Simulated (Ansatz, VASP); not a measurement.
## InAs: VASP beside Ansatz

```
CELL_PARAMETERS angstrom
0.00000 3.58731 3.58731
3.58731 0.00000 3.58731
3.58731 3.58731 0.00000
ATOMIC_POSITIONS crystal
In 0.00000 0.00000 0.00000
In 0.25000 0.25000 0.25000
As 0.50000 0.50000 0.50000
As 0.75000 0.75000 0.75000
```

Alike in both runs: functional PBE; k mesh 12 × 12 × 12; occupations gaussian, width 0.1 eV; no spin polarisation.

Ansatz relaxed the structure, and its values are those at the end. VASP's run is a single point on that final structure, the one shown.

|  | VASP | Ansatz |
| --- | --- | --- |
| version | VASP 6.6.1 | Ansatz 0.2.0 |
| potentials or method | VASP PAW PBE potentials, release 64 (In_d, As), cutoff 520 eV | scalar-relativistic, plane waves, PAW |
| valence electrons in the cell | 36 | 56 |

|  | VASP | Ansatz | Ansatz less VASP |
| --- | --- | --- | --- |
| gap on the k mesh at the Fermi level (eV) | none | none | - |
| pressure (GPa) | 0.0 | 0.0 | 0.00 |

A gap of «none» marks a metal or a gap that the smearing closes. With one functional, cell and mesh, what is left measures potentials, basis and numerics. VASP's potentials hold 36 valence electrons a cell and Ansatz's 56, so a difference there can come from the potentials and not from the codes.
